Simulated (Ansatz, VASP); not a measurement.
## Hg: VASP beside Ansatz

Contents of INCAR:

```
SYSTEM = Hg
PREC = Accurate
ENCUT = 520
EDIFF = 1E-6
ISMEAR = 0
SIGMA = 0.05
LREAL = .FALSE.
LASPH = .TRUE.
NELM = 80
ALGO = Normal
ISIF = 2
LWAVE = .FALSE.
LCHARG = .TRUE.
GGA = PS
LELF = .TRUE.
LVHAR = .TRUE.
NBANDS = 32
```

Contents of KPOINTS:

```
Automatic mesh
0
G
  12 12 4
  0 0 0
```

File POSCAR:

```
Hg
1.0
    3.5258555108      0.0000000000      0.0000000000
   -1.7629277555      3.0534804425      0.0000000000
    0.0000000000      0.0000000000     11.9957708259
Hg
4
Direct
    0.0000000000      0.0000000000      0.0000000000
    0.3333333300      0.6666666700      0.2500000000
    0.0000000000      0.0000000000      0.5000000000
    0.6666666700      0.3333333300      0.7500000000
```

Input for Ansatz:

```yaml
crystal:
  lattice:
    - [3.5258555108, 0.0, 0.0]
    - [-1.7629277555, 3.0534804425, 0.0]
    - [0.0, 0.0, 11.9957708259]
  atoms:
    - { symbol: Hg, position: [0.0, 0.0, 0.0] }
    - { symbol: Hg, position: [0.33333333, 0.66666667, 0.25] }
    - { symbol: Hg, position: [0.0, 0.0, 0.5] }
    - { symbol: Hg, position: [0.66666667, 0.33333333, 0.75] }
basis:
  ecutwfc: 420
kpoints:
  mp_grid: { grid: [12, 12, 4] }
hamiltonian:
  xc: pbesol
scf:
  occupations: { method: gaussian, width: 0.05 }
output:
  forces: true
  stress: true
  eigenvalues: true
```

Alike in both runs: task single point; functional PBEsol; k mesh 12 × 12 × 4; occupations gaussian, width 0.05 eV; no spin polarisation.

|  | VASP | Ansatz |
| --- | --- | --- |
| version | VASP 6.6.1 | Ansatz 0.2.0 |
| potentials or method | VASP PAW PBE potentials, release 64 (Hg), cutoff 520 eV | scalar-relativistic, plane waves, PAW |
| valence electrons in the cell | 48 | 80 |

|  | VASP | Ansatz | Ansatz less VASP |
| --- | --- | --- | --- |
| gap on the k mesh at the Fermi level (eV) | 0.09 | 0.08 | -0.009 |
| least direct gap on the mesh (eV) | 0.81 | 0.79 | -0.012 |
| pressure (GPa) | -2.7 | -2.8 | -0.03 |
| traceless stress, the component that is largest in VASP (GPa) | -0.35 | -0.33 | +0.011 |

VASP's potentials were made for PBE, not for PBEsol. VASP's potentials hold 48 valence electrons a cell and Ansatz's 80, so a difference there can come from the potentials and not from the codes.

Spin-orbit coupling is off throughout.
